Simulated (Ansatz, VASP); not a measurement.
One calculation of Re, two programs

Contents of INCAR:

```
SYSTEM = Re
PREC = Accurate
ENCUT = 520
EDIFF = 1E-6
ISMEAR = -1
SIGMA = 0.1
LREAL = .FALSE.
LASPH = .TRUE.
NELM = 80
ALGO = Normal
ISIF = 2
LWAVE = .FALSE.
LCHARG = .FALSE.
GGA = RE
NBANDS = 10
```

KPOINTS

```
Automatic mesh
0
G
  16 16 16
  0 0 0
```

The input POSCAR:

```
Re
1.0
    0.0000000000      2.0136773503      2.0136773503
    2.0136773503      0.0000000000      2.0136773503
    2.0136773503      2.0136773503      0.0000000000
Re
1
Direct
    0.0000000000      0.0000000000      0.0000000000
```

Input for Ansatz:

```yaml
crystal:
  lattice:
    - [0.0, 2.0136773503, 2.0136773503]
    - [2.0136773503, 0.0, 2.0136773503]
    - [2.0136773503, 2.0136773503, 0.0]
  atoms:
    - { symbol: Re, position: [0.0, 0.0, 0.0] }
hamiltonian:
  xc: revpbe
  pseudopotentials:
    kind: paw
    azcp:
      Re: "pseudopotentials/Re.paw.azcp"
basis:
  ecutwfc: 420
  fft_grid_basis: typed
kpoints:
  mp_grid: { grid: [16, 16, 16], shift: [0, 0, 0] }
magnetization:
  spin_polarized: false
scf:
  occupations: { method: fermi_dirac, width: 0.1 }
  lower_state_search: "off"
output:
  stress: true
```

Alike in both runs: task single point; functional revPBE; k mesh 16 × 16 × 16; occupations fermi-dirac, width 0.1 eV; no spin polarisation.

```csv
,VASP,Ansatz
version,VASP 6.6.1,Ansatz 0.2.0
potentials or method,"VASP PAW PBE potentials, release 64 (Re), cutoff 520 eV","plane waves (420 eV) with PAW, scalar-relativistic"
valence electrons in the cell,7,15
```

```tsv
	VASP	Ansatz	Ansatz less VASP
pressure (GPa)	-23.9	-23.0	+0.88
```

VASP's potentials were made for PBE, not for revPBE. The functional is the same, so the differences come from potentials, cutoffs and numerics. VASP's potentials hold 7 valence electrons a cell and Ansatz's 15, so a difference there can come from the potentials and not from the codes.

Spin-orbit coupling is off throughout.
